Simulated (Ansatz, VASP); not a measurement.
Two plane-wave programs on WSe2

```
Se W
1.0
     3.28549    0.00000    0.00000
    -1.64275    2.84532    0.00000
     0.00000    0.00000   24.23865
Se W
4 2
Direct
  0.33333 0.66667 0.18565
  0.33333 0.66667 0.32466
  0.33333 0.83333 0.47772
  0.33333 0.83333 0.61673
  0.66667 0.33333 0.25516
  0.00000 0.16667 0.54722
```

Alike in both runs: task single point; functional PBE; dispersion D3(BJ); k mesh 9 × 9 × 1; occupations gaussian, width 0.05 eV; no spin polarisation.

|  | VASP | Ansatz |
| --- | --- | --- |
| version | VASP 6.6.1 | Ansatz 0.2.0 |
| potentials or method | VASP PAW PBE potentials, release 64 (Se, W_sv), cutoff 520 eV | scalar-relativistic, plane waves, PAW |
| valence electrons in the cell | 52 | 92 |

|  | VASP | Ansatz | Ansatz less VASP |
| --- | --- | --- | --- |
| gap on the k mesh at the Fermi level (eV) | 1.56 | 1.56 | -0.001 |
| least direct gap on the mesh (eV) | 1.66 | 1.67 | +0.004 |
| rms of the force components (eV/Å) | 0.030 | 0.014 | -0.0165 |

VASP's potentials hold 52 valence electrons a cell and Ansatz's 92, so a difference there can come from the potentials and not from the codes.

Spin-orbit coupling is off throughout.
